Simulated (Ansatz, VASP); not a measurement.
**AgI: VASP beside Ansatz**

Contents of INCAR:

```
SYSTEM = AgI
ALGO = Normal ; EDIFF = 1E-6
ENCUT = 500 ; GGA = PE
GGA_COMPAT = .False. ; ISIF = 2
ISMEAR = 0 ; LASPH = .True.
LCHARG = .True. ; LELF = .True.
LREAL = .False. ; LVHAR = .True.
LWAVE = .False. ; NBANDS = 16
NELM = 120 ; PREC = Accurate
SIGMA = 0.01
```

Contents of KPOINTS:

```
k-points
0
Gamma
  6 6 6
  0 0 0
```

Contents of POSCAR:

```
AgI
1.0
    0.0000000000      3.3158715853      3.3158715853
    3.3158715853      0.0000000000      3.3158715853
    3.3158715853      3.3158715853      0.0000000000
Ag I
1 1
Direct
    0.0000000000      0.0000000000      0.0000000000
    0.2500000000      0.2500000000      0.2500000000
```

Input for Ansatz:

```yaml
crystal:
  lattice:
    - [0.0, 3.3158715853, 3.3158715853]
    - [3.3158715853, 0.0, 3.3158715853]
    - [3.3158715853, 3.3158715853, 0.0]
  atoms:
    - { symbol: Ag, position: [0.0, 0.0, 0.0] }
    - { symbol: I, position: [0.25, 0.25, 0.25] }
kpoints:
  mp_grid: { grid: [6, 6, 6] }
hamiltonian:
  xc: pbe
scf:
  occupations: { method: fixed }
  n_extra_bands: 4
output:
  forces: true
  stress: true
  eigenvalues: true
```

Alike in both runs: task single point; functional PBE; k mesh 6 × 6 × 6; no spin polarisation.

```csv
,VASP,Ansatz
version,VASP 6.6.1,Ansatz 0.2.0
potentials or method,"VASP PAW PBE potentials, release 64 (Ag, I)","plane waves, PAW"
plane-wave cutoff (eV),500,420
occupations,"gaussian, width 0.01 eV",fixed
valence electrons in the cell,18,36
```

```csv
,VASP,Ansatz,Ansatz less VASP
gap on the k mesh at the Fermi level (eV),1.34,1.34,-0.002
pressure (GPa),-0.1,0.0,+0.04
```

VASP's potentials hold 18 valence electrons a cell and Ansatz's 36, so a difference there can come from the potentials and not from the codes.

Neither program's run includes spin-orbit coupling.
